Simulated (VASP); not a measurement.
Crystal: CuO.

```xyz
4
Lattice="2.3878 -1.7449 0.0000 2.3878 1.7449 0.0000 -0.8667 0.0000 5.1571" Properties=species:S:1:pos:R:3 pbc="T T T"
Cu    0.7605   -0.8724    2.5785
Cu    1.1939    0.8724    0.0000
O     1.7378    0.2848    3.8678
O     2.1711   -0.2848    1.2893
```

Base run:

- Program: VASP 6.6.1
- Functional: revPBE
- Potentials or basis: VASP PAW PBE potentials, release 64 (Cu, O)
- Cutoff: 520 eV
- k mesh: 10 × 10 × 5
- Occupations: fermi-dirac, width 0.05 eV
- Spin: no spin polarisation

Its results: band gap on the k mesh zero (bands 17 and 18 overlap by 0.60 eV); pressure 0.5 GPa; largest force 0.339 eV/Å.

Problem. The run is repeated on the same cell with these changes: functional from revPBE to LDA; potentials or basis from VASP PAW PBE potentials, release 64 (Cu, O) to VASP PAW LDA potentials, release 64 (Cu, O). What comes out?

Solution. Band gap on the k mesh zero (bands 17 and 18 overlap by 0.60 eV); pressure -17.1 GPa; largest force 0.585 eV/Å.

Caveats: semilocal functionals often make such compounds metallic where correlation or magnetic order opens a gap, which also shifts bond lengths; the PAW data sets were made with another functional, which shifts forces and pressure a little (at least some runs); the cell stands under tension (at least some runs).
